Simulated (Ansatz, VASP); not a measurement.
## SnO in VASP and in Ansatz

The input INCAR:

```
PREC     = Accurate       # precision mode
ENCUT    = 520            # plane-wave cutoff, eV
EDIFF    = 1E-6           # SCF threshold, eV
ISMEAR   = -1             # smearing method
SIGMA    = 0.05           # smearing width, eV
LREAL    = False          # projectors in reciprocal space
LASPH    = True           # aspherical terms in the spheres
NELM     = 60             # most SCF steps
ALGO     = Normal         # electronic algorithm
ISIF     = 2              # what is computed and relaxed
LWAVE    = False          # write WAVECAR
LCHARG   = False          # write CHGCAR
GGA      = PE             # functional
NBANDS   = 28             # bands
```

Contents of KPOINTS:

```
Automatic mesh
0
Gamma
  8 5 6
```

Contents of POSCAR:

```
SnO
1.0
    3.3550050000      0.0000000000      0.0000000000
    0.0000000000      5.6741040000      0.0000000000
    0.0000000000      0.0000000000      4.2219700000
Sn O
2 2
Direct
    0.5000000000      0.7680910000      0.0131440000
    0.0000000000      0.2319090000      0.5131440000
    0.5000000000      0.1087500000      0.2368570000
    0.0000000000      0.8912500000      0.7368570000
```

File input.yaml:

```yaml
crystal:
  lattice:
    - [3.355005, 0.0, 0.0]
    - [0.0, 5.674104, 0.0]
    - [0.0, 0.0, 4.22197]
  atoms:
    - { symbol: Sn, position: [0.5, 0.768091, 0.013144] }
    - { symbol: Sn, position: [0.0, 0.231909, 0.513144] }
    - { symbol: O, position: [0.5, 0.10875, 0.236857] }
    - { symbol: O, position: [0.0, 0.89125, 0.736857] }
hamiltonian:
  xc: pbe
  pseudopotentials: { kind: paw }
kpoints:
  mp_grid: { grid: [8, 5, 6] }
scf:
  occupations: { method: fermi_dirac, width: 0.05 }
output:
  forces: true
  stress: true
  eigenvalues: true
```

Alike in both runs: task single point; functional PBE; k mesh 8 × 5 × 6; occupations fermi-dirac, width 0.05 eV; no spin polarisation.

```csv
,VASP,Ansatz
version,VASP 6.6.1,Ansatz 0.2.0
potentials or method,"VASP PAW PBE potentials, release 64 (Sn_d, O)",Ansatz PAW
plane-wave cutoff (eV),520,420
valence electrons in the cell,40,40
```

|  | VASP | Ansatz | Ansatz less VASP |
| --- | --- | --- | --- |
| gap on the k mesh at the Fermi level (eV) | 1.49 | 1.50 | +0.011 |
| least direct gap on the mesh (eV) | 2.07 | 2.09 | +0.012 |
| pressure (GPa) | 0.5 | 0.3 | -0.20 |
| traceless stress, the component that is largest in VASP (GPa) | 0.15 | 0.12 | -0.030 |
| rms of the force components (eV/Å) | 0.030 | 0.054 | +0.0244 |

Atom by atom the forces differ by 0.034 eV/Å (rms over components).

Noted on Ansatz's run: odd divisions of the mesh miss points on the zone boundary, where band edges often lie, so the gap on the mesh can be too wide.
